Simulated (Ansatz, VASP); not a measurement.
## One calculation of C, two programs

```
CELL_PARAMETERS angstrom
2.52055 0.13863 0.13863
-1.14022 2.11354 0.05074
0.68360 0.68360 12.42911
ATOMIC_POSITIONS crystal
C 0.00000 0.00000 0.18686
C 0.00000 0.00000 0.68686
C 0.00000 0.00000 0.31314
C 0.00000 0.00000 0.81314
C 0.33333 0.66667 0.52077
C 0.66667 0.33333 0.02077
C 0.33333 0.66667 0.97923
C 0.66667 0.33333 0.47923
C 0.33333 0.66667 0.64510
C 0.66667 0.33333 0.14510
C 0.33333 0.66667 0.85490
C 0.66667 0.33333 0.35490
```

Change from the starting cell: equal engineering shear yz, xz and xy +0.1100, equal normal strain along x, y and z +0.0000.

Alike in both runs: task single point; functional PBE; k mesh 12 × 12 × 2; occupations gaussian, width 0.05 eV; no spin polarisation.

|  | VASP | Ansatz |
| --- | --- | --- |
| version | VASP 6.6.1 | Ansatz 0.2.0 |
| potentials or method | VASP PAW PBE potentials, release 64 (C), cutoff 520 eV | scalar-relativistic, plane waves, PAW |
| valence electrons in the cell | 48 | 48 |

```tsv
	VASP	Ansatz	Ansatz less VASP
gap on the k mesh at the Fermi level (eV)	2.16	2.16	+0.006
least direct gap on the mesh (eV)	2.33	2.33	+0.001
pressure (GPa)	11.2	10.5	-0.67
traceless stress, the component that is largest in VASP (GPa)	-58.73	-58.52	+0.210
rms of the force components (eV/Å)	0.323	0.319	-0.0041
```

Atom by atom the forces differ by 0.017 eV/Å (rms over components).
